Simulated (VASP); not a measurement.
LiBr, 2 atoms in the cell. It takes space group Fm-3m (No. 225, cubic). Conventional cell: a = 5.987 Å, b = 5.987 Å, c = 5.987 Å, α = 90.00°, β = 90.00°, γ = 90.00°. Li (site symmetry m-3m) has 6 Br at 2.99 Å within 3.9 Å. Within 3.9 Å of Br (site symmetry m-3m) lie 6 Li at 2.99 Å.  This cell differs from its parent crystal: Rb replaced by Li, lengths x 0.838, strained.

```yaml
Program: VASP 6.6.1
Task: single point
Functional: PBEsol
Potentials_or_basis: VASP PAW PBE potentials, release 64 (Li_sv, Br)
Cutoff: 750 eV
k_mesh: 6 × 6 × 6
Occupations: gaussian, width 0.1 eV
Spin: no spin polarisation
Dipole_correction: no
Further_INCAR_settings: ALGO = Normal; EDIFF = 1e-06; NBANDS = 12
```

Potentials or basis: VASP PAW PBE potentials, release 64 (Li_sv, Br).

The run is started by

```console
$ cat potpaw_PBE.64/Li_sv/POTCAR potpaw_PBE.64/Br/POTCAR > POTCAR
$ mpirun -np 1 vasp_std > vasp.out
```

Hardware: 1 thread of Intel Xeon 8259CL (shared host).

Question: How long does it take, and how much memory?

Answer: It took 40 s on 1 thread of Intel Xeon 8259CL, on a shared host, peak memory 0.23 GiB. Counts: scf iterations 12, k points 16.
